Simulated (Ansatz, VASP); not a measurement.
## One calculation of TiAl3H, two programs

```
Al Ti H
1.0
     5.01332    0.00000    0.00000
     2.16500    4.52174    0.00000
     0.00000    0.00000   22.06772
Al Ti H
6 2 2
Direct
  0.50000 0.00000 0.18126
  0.00000 0.50000 0.18126
  0.00000 0.00000 0.24180
  0.00000 0.50000 0.30612
  0.50000 0.00000 0.30612
  0.50000 0.50000 0.36559
  0.50000 0.50000 0.24180
  0.00000 0.00000 0.36244
  0.00000 0.90834 0.44398
  0.00000 0.09166 0.44398
```

Alike in both runs: task single point; functional LDA; k mesh 6 × 6 × 1; occupations gaussian, width 0.1 eV; no spin polarisation.

```csv
,VASP,Ansatz
version,VASP 6.6.1,Ansatz 0.2.0
potentials or method,"VASP PAW LDA potentials, release 64 (Al, Ti_sv, H), cutoff 520 eV","scalar-relativistic, plane waves, PAW"
valence electrons in the cell,44,44
```

|  | VASP | Ansatz | Ansatz less VASP |
| --- | --- | --- | --- |
| gap on the k mesh at the Fermi level (eV) | none | none | - |
| rms of the force components (eV/Å) | 0.405 | 0.408 | +0.0032 |
| work function, face that differs most (eV) | 4.45 | 4.44 | -0.010 |

Ansatz warns that its potentials were made for another functional, while VASP's fit it. LDA's correlation is that of Perdew and Zunger in VASP and of Perdew and Wang (1992) in Ansatz. A gap of «none» marks a metal or a gap that the smearing closes.
